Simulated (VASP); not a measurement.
Set up this calculation in VASP 6.6.1, as the native input.

```yaml
Task: relaxation of cell and atoms
Functional: RPBE
Potentials_or_basis: VASP PAW PBE potentials, release 64 (Ga_d, As)
Cutoff: 600 eV
k_mesh: 10 × 10 × 10
Occupations: gaussian, width 0.01 eV
Spin: no spin polarisation
Dipole_correction: no
Further_INCAR_settings: ALGO = Normal; EDIFF = 1e-06; IBRION = 2; EDIFFG = -0.002; NSW = 100; ISIF = 3
```

The structure of GaAs (drp) lies in POSCAR:

```
GaAs
1.0
    0.0000000000      2.8750910500      2.8750910500
    2.8750910500      0.0000000000      2.8750910500
    2.8750910500      2.8750910500      0.0000000000
Ga As
1 1
Direct
    0.0000000000      0.0000000000      0.0000000000
    0.7500000000      0.7500000000      0.7500000000
```

One way to write it, as run:

INCAR

```
SYSTEM = GaAs
PREC = Accurate ; ENCUT = 600
EDIFF = 1E-6 ; ISMEAR = 0
SIGMA = 0.01 ; LREAL = .False.
LASPH = .True. ; NELM = 80
ALGO = Normal ; ISIF = 3
LWAVE = .False. ; LCHARG = .False.
GGA = RP ; IBRION = 2
NSW = 100 ; EDIFFG = -0.002
```

KPOINTS

```
Automatic mesh
0
Gamma
  10 10 10
  0 0 0
```

Potentials or basis: VASP PAW PBE potentials, release 64 (Ga_d, As).

Run with:

```console
$ cat potpaw_PBE.64/Ga_d/POTCAR potpaw_PBE.64/As/POTCAR > POTCAR
$ mpirun -np 1 vasp_std > vasp.out
```

Results of the run:

```yaml
Relaxed_volume: 24.50 Å³/atom
Relaxed_cell: a = 4.107 Å, b = 4.107 Å, c = 4.107 Å, α = 60.00°, β = 60.00°, γ = 60.00°
Space_group_after_relaxing_to_0.05_Å: F-43m (No. 216)
Energy_gained_by_relaxing: 3.9 meV/atom
Ionic_steps: 3
Pressure_after_relaxing: 0.0 GPa
Band_gap_on_the_k_mesh: 0.05 eV, direct
```

Caveat: the PAW data sets were made with another functional, which shifts forces and pressure a little.

It took 32 s on 1 thread of Intel(R) Xeon(R) Platinum 8559C (Emerald Rapids) (shared host), peak memory 0.21 GiB.
